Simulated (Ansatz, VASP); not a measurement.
**SnO2: VASP beside Ansatz**

```
CELL_PARAMETERS angstrom
3.15755 0.00000 0.00000
-1.57878 2.73452 0.00000
0.00000 0.00000 10.16050
ATOMIC_POSITIONS crystal
Sn 0.92202 0.00000 0.50000
Sn 0.07798 0.00000 0.00000
O 0.58769 0.33333 0.40179
O 0.74564 0.33333 0.09821
O 0.25436 0.66667 0.59821
O 0.41231 0.66667 0.90179
```

Change from the starting cell: mode 1 frozen in at -0.254 Å, equal normal strain along x, y and z -0.0167.

Alike in both runs: task single point; functional PBE; dispersion D3(BJ); k mesh 12 × 12 × 4; occupations gaussian, width 0.05 eV; no spin polarisation.

|  | VASP | Ansatz |
| --- | --- | --- |
| version | VASP 6.6.1 | Ansatz 0.2.0 |
| potentials or method | VASP PAW PBE potentials, release 64 (Sn_d, O), cutoff 520 eV | scalar-relativistic, plane waves, PAW |
| valence electrons in the cell | 52 | 52 |

Ansatz gave:

- gap on the k mesh at the Fermi level (eV): 2.44
- least direct gap on the mesh (eV): 2.86
- pressure (GPa): 7.7
- traceless stress, the component that is largest in VASP (GPa): -3.39
- rms of the force components (eV/Å): 0.291

**Question.** Which values does VASP return?

**Answer.** gap on the k mesh at the Fermi level (eV): 2.41; least direct gap on the mesh (eV): 2.84; pressure (GPa): 8.4; traceless stress, the component that is largest in VASP (GPa): -3.80; rms of the force components (eV/Å): 0.320.

Atom by atom the forces differ by 0.029 eV/Å (rms over components).
